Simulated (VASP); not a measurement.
A run of VASP 6.6.1 is set up as follows.

INCAR

```
ALGO = Normal
EDIFF = 1E-7
ENCUT = 520
GGA = CA
ISIF = 2
ISMEAR = 0
LASPH = T
LCHARG = T
LELF = T
LREAL = F
LVHAR = T
LWAVE = F
NBANDS = 18
NELM = 60
PREC = Accurate
SIGMA = 0.05
```

The input KPOINTS:

```
k-points
0
Gamma
  9 9 6
```

POSCAR

```
LiF
1.0
    3.0464146835      0.0000000000      0.0000000000
   -1.5232073417      2.6382725064      0.0000000000
    0.0000000000      0.0000000000      4.6092254161
Li F
2 2
Direct
    0.3333333333      0.6666666667      0.4214111656
    0.6666666667      0.3333333333      0.9214111656
    0.3333333333      0.6666666667      0.9910195924
    0.6666666667      0.3333333333      0.4910195924
```

Potentials or basis: VASP PAW LDA potentials, release 64 (Li_sv, F).

The run is started by

```sh
$ cat potpaw_LDA.64/Li_sv/POTCAR potpaw_LDA.64/F/POTCAR > POTCAR
$ mpirun -np 1 vasp_std > vasp.out
```

(1) Estimate the largest force.

(2) Estimate the band gap on the k mesh.

Results:

(1) 0.268 eV/Å.

(2) 7.63 eV.

Caveat: an odd mesh through Γ misses points on the zone boundary, where band edges can lie.
